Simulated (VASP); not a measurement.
Wanted: the native input for a VASP 6.6.1 run.

```yaml
Task: single point
Functional: PBE
Potentials_or_basis: VASP PAW PBE potentials, release 64 (C)
Cutoff: 520 eV
k_mesh: 21 × 21 × 6
Occupations: gaussian, width 0.1 eV
Spin: no spin polarisation
Dipole_correction: no
Further_INCAR_settings: ALGO = Normal; EDIFF = 1e-06; NBANDS = 16
```

The structure of C lies in POSCAR:

```
C
1.0
    2.4619160116      0.0000000000      0.0000000000
   -1.2309580058      2.1320818081      0.0000000000
    0.0000000000      0.0000000000      7.0446084944
C
4
Direct
    0.0000000000      0.0000000000      0.2500000000
    0.0000000000      0.0000000000      0.7500000000
    0.3333333333      0.6666666667      0.2500000000
    0.6666666667      0.3333333333      0.7500000000
```

The input as run:

INCAR

```
SYSTEM = C
PREC = Accurate
ENCUT = 520
EDIFF = 1E-6
ISMEAR = 0
SIGMA = 0.1
LREAL = .FALSE.
LASPH = .TRUE.
NELM = 100
ALGO = Normal
ISIF = 2
LWAVE = .FALSE.
LCHARG = .FALSE.
GGA = PE
NBANDS = 16
```

KPOINTS

```
regular mesh
0
G
  21 21 6
  0 0 0
```

Potentials or basis: VASP PAW PBE potentials, release 64 (C).

Command:

```bash
$ cat potpaw_PBE.64/C/POTCAR > POTCAR
$ mpirun -np 1 vasp_std > vasp.out
```

It gave:

The pressure is 2.4 GPa and the band gap on the k mesh is zero (bands 8 and 9 overlap by 0.01 eV).

Caveat: this functional lacks dispersion, which binds the layers, so the pressure and a relaxed spacing across them are unreliable.

Run time: 39 s on 1 thread of Intel(R) Xeon(R) 6975P-C (Granite Rapids), on a shared host, peak memory 0.2 GiB.
